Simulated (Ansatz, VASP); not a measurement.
## One calculation of Al3Cu2, two programs

```
Al Cu
1.0
     4.15042    0.00000    0.00000
    -2.07521    3.59437    0.00000
     0.00000    0.00000    4.70124
Al Cu
3 2
Direct
  0.00000 0.00000 0.00000
  0.33945 0.66667 0.35089
  0.66055 0.33333 0.64911
  0.32317 0.66667 0.84159
  0.67683 0.33333 0.15841
```

Change from the starting cell: mode 4 frozen in at -0.041 Å, strain +e along z and -e/2 along x and y -0.0467.

Alike in both runs: task single point; functional LDA; k mesh 12 × 12 × 8; occupations gaussian, width 0.15 eV; no spin polarisation.

|  | VASP | Ansatz |
| --- | --- | --- |
| version | VASP 6.6.1 | Ansatz 0.2.0 |
| potentials or method | VASP PAW LDA potentials, release 64 (Al, Cu), cutoff 520 eV | scalar-relativistic, plane waves, PAW |
| valence electrons in the cell | 31 | 47 |

```csv
,VASP,Ansatz,Ansatz less VASP
gap on the k mesh at the Fermi level (eV),none,none,-
pressure (GPa),2.2,1.6,-0.55
"traceless stress, the component that is largest in VASP (GPa)",10.85,10.76,-0.084
rms of the force components (eV/Å),0.120,0.120,0.0000
```

Ansatz warns that its potentials were made for another functional, while VASP's fit it. LDA's correlation is that of Perdew and Zunger in VASP and of Perdew and Wang (1992) in Ansatz. Atom by atom the forces differ by 0.002 eV/Å (rms over components). A gap of «none» marks a metal or a gap that the smearing closes. VASP's potentials hold 31 valence electrons a cell and Ansatz's 47, so a difference there can come from the potentials and not from the codes.
